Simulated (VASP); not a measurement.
# GaP (F-43m) in VASP: single point with r2SCAN

Aim: the single point of GaP with r2SCAN.

Everything below comes from runs of VASP 6.6.1. Logs are shortened: lines on timing, memory, paths and dates and some standing lists are left out, and cuts for length are marked.

## (1) The cell of the first run

The structure is cubic, space group F-43m (No. 216). Conventional cell: a = 5.450 Å, b = 5.450 Å, c = 5.450 Å, α = 90.00°, β = 90.00°, γ = 90.00°. Ga (site symmetry -43m) has 4 P at 2.36 Å within 3.1 Å. Within 3.1 Å of P (site symmetry -43m) lie 4 Ga at 2.36 Å.

## (2) Single point, r2SCAN

Contents of POSCAR:

```
GaP
1.0
    5.4505000000      0.0000000000      0.0000000000
    0.0000000000     -5.4505000000      0.0000000000
    0.0000000000      0.0000000000     -5.4505000000
Ga P
4 4
Direct
    0.0000000000      0.5000000000      0.5000000000
    0.5000000000      0.0000000000      0.5000000000
    0.5000000000      0.5000000000      0.0000000000
    0.0000000000      0.0000000000      0.0000000000
    0.7500000000      0.7500000000      0.7500000000
    0.2500000000      0.2500000000      0.7500000000
    0.2500000000      0.7500000000      0.2500000000
    0.7500000000      0.2500000000      0.2500000000
```

Contents of INCAR.step1:

```
ALGO     = Normal         # electronic algorithm
EDIFF    = 1E-4           # SCF threshold, eV
ENCUT    = 520            # plane-wave cutoff, eV
GGA      = PE             # functional
ISMEAR   = 0              # smearing method
LASPH    = T              # aspherical terms in the spheres
LCHARG   = F              # write CHGCAR
LREAL    = F              # projectors in reciprocal space
LWAVE    = T              # write WAVECAR
NBANDS   = 46             # bands
NELM     = 100            # most SCF steps
PREC     = Accurate       # precision mode
SIGMA    = 0.05           # smearing width, eV
```

Contents of INCAR.step2:

```
ALGO     = Normal         # electronic algorithm
EDIFF    = 1E-6           # SCF threshold, eV
ENCUT    = 520            # plane-wave cutoff, eV
ISIF     = 2              # what is computed and relaxed
ISMEAR   = 0              # smearing method
ISTART   = 1            
LASPH    = T              # aspherical terms in the spheres
LCHARG   = F              # write CHGCAR
LMIXTAU  = T            
LREAL    = F              # projectors in reciprocal space
LWAVE    = F              # write WAVECAR
METAGGA  = R2SCAN         # meta-GGA
NBANDS   = 46             # bands
NELM     = 100            # most SCF steps
PREC     = Accurate       # precision mode
SIGMA    = 0.05           # smearing width, eV
```

Contents of KPOINTS:

```
k-points
0
Gamma
  6 6 6
```

Potentials or basis: VASP PAW PBE potentials, release 64 (Ga_d, P).

On the command line:

```bash
$ cat potpaw_PBE.64/Ga_d/POTCAR potpaw_PBE.64/P/POTCAR > POTCAR
$ cp INCAR.step1 INCAR
$ mpirun -np 1 vasp_std > vasp.out
$ cp INCAR.step2 INCAR
$ mpirun -np 1 vasp_std > vasp.out
```

OUTCAR:

```text
EDIFF = 1E-6
   ENCUT = 520
   ISIF = 2
   ISMEAR = 0
   ISTART = 1
   LASPH = T
   LREAL = F
   METAGGA = R2SCAN
   NELM = 100
   PREC = Accurate

 ion  position               nearest neighbor table
   1  0.000  0.500  0.500-   5 2.36   6 2.36   7 2.36   8 2.36
   2  0.500  0.000  0.500-   5 2.36   6 2.36   7 2.36   8 2.36
   3  0.500  0.500  0.000-   5 2.36   6 2.36   7 2.36   8 2.36
   4  0.000  0.000  0.000-   5 2.36   6 2.36   7 2.36   8 2.36
   5  0.750  0.750  0.750-   1 2.36   2 2.36   3 2.36   4 2.36
   6  0.250  0.250  0.750-   1 2.36   2 2.36   3 2.36   4 2.36
   7  0.250  0.750  0.250-   1 2.36   2 2.36   3 2.36   4 2.36
   8  0.750  0.250  0.250-   1 2.36   2 2.36   3 2.36   4 2.36

  LATTYP: Found a simple cubic cell.
 ALAT       =     5.4505000000

  Lattice vectors:

 A1 = (   5.4505000000,   0.0000000000,   0.0000000000)
 A2 = (   0.0000000000,  -5.4505000000,   0.0000000000)
 A3 = (   0.0000000000,   0.0000000000,  -5.4505000000)

Analysis of symmetry for initial positions (statically):
=====================================================================
 Subroutine PRICEL returns following result:

  LATTYP: Found a face centered cubic cell.
 ALAT       =     5.4505000000

  Lattice vectors:

 A1 = (   2.7252500000,   2.7252500000,   0.0000000000)
 A2 = (   2.7252500000,   0.0000000000,  -2.7252500000)
 A3 = (   0.0000000000,   2.7252500000,  -2.7252500000)

   4 primitive cells build up your supercell.

 Routine SETGRP: Setting up the symmetry group for a
 simple cubic supercell.

 Subroutine GETGRP returns: Found 24 space group operations
 (whereof 24 operations were pure point group operations)
 out of a pool of 48 trial point group operations.

The static configuration has the point symmetry T_d .

Analysis of symmetry for dynamics (positions and initial velocities):
=====================================================================
 Subroutine PRICEL returns following result:

  LATTYP: Found a face centered cubic cell.
 ALAT       =     5.4505000000

  Lattice vectors:

 A1 = (   2.7252500000,   2.7252500000,   0.0000000000)
 A2 = (   2.7252500000,   0.0000000000,  -2.7252500000)
 A3 = (   0.0000000000,   2.7252500000,  -2.7252500000)

   4 primitive cells build up your supercell.

 Routine SETGRP: Setting up the symmetry group for a
 simple cubic supercell.

 Subroutine GETGRP returns: Found 24 space group operations
 (whereof 24 operations were pure point group operations)
 out of a pool of 48 trial point group operations.

The dynamic configuration has the point symmetry T_d .

 Subroutine INISYM returns: Found 24 space group operations
 (whereof 24 operations are pure point group operations),
 and found     4 'primitive' translations

----------------------------------------------------------------------------------------

                                     Primitive cell

  volume of cell :      40.4808

  direct lattice vectors                    reciprocal lattice vectors
     2.725250000  2.725250000  0.000000000     0.183469406  0.183469406  0.183469406
     2.725250000  0.000000000 -2.725250000     0.183469406 -0.183469406 -0.183469406
     0.000000000  2.725250000 -2.725250000    -0.183469406  0.183469406 -0.183469406

  length of vectors
     3.854085511  3.854085511  3.854085511     0.317778334  0.317778334  0.317778334

  position of ions in fractional coordinates (direct lattice)
     0.000000000  1.000000000  0.000000000
     0.250000000  0.250000000  0.250000000

  ion indices of the primitive-cell ions
   primitive index   ion index
                 1           1
                 2           5

----------------------------------------------------------------------------------------

 KPOINTS: k-points

Automatic generation of k-mesh.
 Grid dimensions read from file:
 generate k-points for:    6    6    6

 Generating k-lattice:

  Cartesian coordinates                     Fractional coordinates (reciprocal lattice)
     0.030578234  0.000000000  0.000000000     0.166666667  0.000000000  0.000000000
     0.000000000 -0.030578234  0.000000000     0.000000000  0.166666667  0.000000000
     0.000000000  0.000000000 -0.030578234     0.000000000  0.000000000  0.166666667

  Length of vectors
     0.030578234  0.030578234  0.030578234

  Shift w.r.t. Gamma in fractional coordinates (k-lattice)
     0.000000000  0.000000000  0.000000000

 Subroutine IBZKPT returns following result:
 ===========================================

 Found     20 irreducible k-points:

 Following reciprocal coordinates:
            Coordinates               Weight
  0.000000  0.000000  0.000000      1.000000
  0.166667  0.000000  0.000000      6.000000
  0.333333  0.000000  0.000000      6.000000
  0.500000  0.000000  0.000000      3.000000
  0.166667  0.166667  0.000000     12.000000
  0.333333  0.166667  0.000000     24.000000
[... 12 lines left out ...]
  0.500000  0.500000  0.333333      6.000000
  0.500000  0.500000  0.500000      1.000000
   k-points           NKPTS =     20   k-points in BZ     NKDIM =     20   number of bands    NBANDS=     46
   number of dos      NEDOS =    301   number of ions     NIONS =      8
   total plane-waves  NPLWV =  74088
   dimension x,y,z NGX =    42 NGY =   42 NGZ =   42
   dimension x,y,z NGXF=    84 NGYF=   84 NGZF=   84
   ions per type =               4   4
   NGX,Y,Z   is equivalent  to a cutoff of  12.81, 12.81, 12.81 a.u.
   NGXF,Y,Z  is equivalent  to a cutoff of  25.62, 25.62, 25.62 a.u.
 SYSTEM =  unknown system
   PREC   = accura    normal or accurate (medium, high low for compatibility)
   ISTART =      1    job   : 0-new  1-cont  2-samecut
   ICHARG =      0    charge: 1-file 2-atom 10-const
   ISPIN  =      1    spin polarized calculation?
   LNONCOLLINEAR =      F non collinear calculations
   LSORBIT =      F    spin-orbit coupling
   LASPH  =      T    aspherical Exc in radial PAW
   ENCUT  =  520.0 eV  38.22 Ry    6.18 a.u.  10.13 10.13 10.13*2*pi/ulx,y,z
   NELM   =    100;   NELMIN=  2; NELMDL=  0     # of ELM steps
   EDIFF  = 0.1E-05   stopping-criterion for ELM
   LREAL  =      F    real-space projection
   EDIFFG = 0.1E-04   stopping-criterion for IOM
   NSW    =      0    number of steps for IOM
   IBRION =     -1    ionic relax: 0-MD 1-quasi-New 2-CG
   NFREE  =      0    steps in history (QN), initial steepest desc. (CG)
   ISIF   =      2    stress and relaxation
   ISYM   =      2    0-nonsym 1-usesym 2-fastsym
   POTIM  = 0.5000    time-step for ionic-motion
   TEBEG  =    0.0;   TEEND  =   0.0 temperature during run
   PSTRESS=    0.0 pullay stress
   NELECT =      72.0000    total number of electrons
   NUPDOWN=      -1.0000    fix difference up-down
   EMIN   =  10.00;   EMAX   =-10.00  energy-range for DOS
   EFERMI =   0.00;   METHOD = LEGACY
   ISMEAR =     0;   SIGMA  =   0.05  broadening in eV -4-tet -1-fermi 0-gaus
   EFERMI_NEDOS =   21; number of points for ismear=-14 and -15
   IALGO  =     38    algorithm
   IMIX   =      4    mixing-type and parameters
     AMIX     =   0.40;   BMIX     =  1.00
     AMIX_MAG =   1.60;   BMIX_MAG =  1.00
  volume/ion in A,a.u.               =      20.24       136.59
  Fermi-wavevector in a.u.,A,eV,Ry     =   1.249538  2.361284 21.243377  1.561344
  Thomas-Fermi vector in A             =   2.383574
   LORBIT       =      0    0 simple, 1 ext, 2 COOP (PROOUT), +10 PAW based schemes
   METAGGA = R2SCAN    functional components
   LHFCALC =     F    Hartree Fock is set to
   AEXX    =    0.0000 exact exchange contribution
   IVDW    =     0    specifies the selected vdW correction
   LEPSILON=     F    determine dielectric tensor
   LRPA    =     F    only Hartree local field effects (RPA)
 non-spin polarized calculation
 Gauss-broadening in eV      SIGMA  =   0.05
  energy-cutoff  :      520.00
  volume of cell :      161.92
 maximum number of plane-waves:      4388
 NGX is ok and might be reduce to    42
   NGX = 21   NGY = 21   NGZ = 21

 number of electron      71.9999956 magnetization

 Free energy of the ion-electron system (eV)
  ---------------------------------------------------
  ext. energy  EPLUGINS =         0.00000000
  ---------------------------------------------------
  free energy    TOTEN  =       -85.86111118 eV

  energy without entropy =      -85.86111118  energy(sigma->0) =      -85.86111118

 E-fermi :   4.7264     XC(G=0): -10.5495

 val. band max:        4.4605570533   @ k =   0.0000   0.0000   0.0000
 cond. band min:       6.3134881013   @ k =   0.1667   0.0000   0.0000
 fundamental gap:      1.8529310480
 Fermi energy:         4.7264227686

 k-point     1 :       0.0000    0.0000    0.0000
  band No.  band energies     occupation
      1     -10.6579      2.00000
      2     -10.6579      2.00000
      3     -10.6579      2.00000
      4     -10.5271      2.00000
      5     -10.5271      2.00000
      6     -10.5271      2.00000
[... 38 lines left out ...]
     45       8.6520      0.00000
     46       8.6520      0.00000

 k-point     2 :       0.1667    0.0000    0.0000
  band No.  band energies     occupation
      1     -10.6537      2.00000
      2     -10.6537      2.00000
      3     -10.6513      2.00000
      4     -10.5395      2.00000
      5     -10.5226      2.00000
      6     -10.5226      2.00000
[... 38 lines left out ...]
     45       9.1320      0.00000
     46       9.1320      0.00000

 k-point     3 :       0.3333    0.0000    0.0000
  band No.  band energies     occupation
      1     -10.6442      2.00000
      2     -10.6442      2.00000
      3     -10.6323      2.00000
      4     -10.5693      2.00000
      5     -10.5102      2.00000
      6     -10.5102      2.00000
[... 822 lines left out ...]
     45       9.7374      0.00000
     46       9.7374      0.00000

 k-point    20 :       0.5000    0.5000    0.5000
  band No.  band energies     occupation
      1     -10.6200      2.00000
      2     -10.6200      2.00000
      3     -10.6200      2.00000
      4     -10.6200      2.00000
      5     -10.4997      2.00000
      6     -10.4997      2.00000
[... 38 lines left out ...]
     45       9.5185      0.00000
     46       9.5185      0.00000

------------------------ aborting loop because EDIFF is reached ----------------------------------------

  FORCE on cell =-STRESS in cart. coord.  units (eV):
  Direction    XX          YY          ZZ          XY          YZ          ZX
  --------------------------------------------------------------------------------------
  -------------------------------------------------------------------------------------
  Total        0.0695068      0.0695068      0.0695068      0.0000000      0.0000000     -0.0000000
  in kB        0.6877470      0.6877470      0.6877470      0.0000000      0.0000000     -0.0000000
  external PRESSURE =       0.6877470 kB  Pullay stress =       0.0000000 kB

 VOLUME and BASIS-vectors are now :
 -----------------------------------------------------------------------------
  energy-cutoff  :      520.00
  volume of cell :      161.92
      direct lattice vectors                 reciprocal lattice vectors
     5.450500000  0.000000000  0.000000000     0.183469406  0.000000000  0.000000000
     0.000000000 -5.450500000  0.000000000     0.000000000 -0.183469406  0.000000000
     0.000000000  0.000000000 -5.450500000     0.000000000  0.000000000 -0.183469406

 POSITION                                       TOTAL-FORCE (eV/Angst)
 -----------------------------------------------------------------------------------
      0.00000     -2.72525     -2.72525         0.000000      0.000000     -0.000000
      2.72525      0.00000     -2.72525        -0.000000      0.000000     -0.000000
      2.72525     -2.72525      0.00000         0.000000      0.000000     -0.000000
      0.00000      0.00000      0.00000         0.000000     -0.000000     -0.000000
      4.08788     -4.08788     -4.08788        -0.000000     -0.000000      0.000000
      1.36262     -1.36262     -4.08788        -0.000000      0.000000      0.000000
      1.36262     -4.08788     -1.36262        -0.000000     -0.000000      0.000000
      4.08788     -1.36262     -1.36262        -0.000000     -0.000000      0.000000
 -----------------------------------------------------------------------------------
    total drift:                                0.000000      0.000000      0.000000

  FREE ENERGIE OF THE ION-ELECTRON SYSTEM (eV)
  ---------------------------------------------------
  free  energy   TOTEN  =       -85.8611111837 eV

  energy  without entropy=      -85.8611111837  energy(sigma->0) =      -85.86111118
```

It took 20 min on 1 thread of Intel Xeon 8259CL, shared host; peak memory 0.35 GiB.

Results:

* Free energy: -85.8611 eV
* Pressure: 0.1 GPa
* Band gap on the k mesh: 1.85 eV

Caveat: the PAW data sets were made with another functional, which shifts forces and pressure a little. A k mesh can miss the band edges.
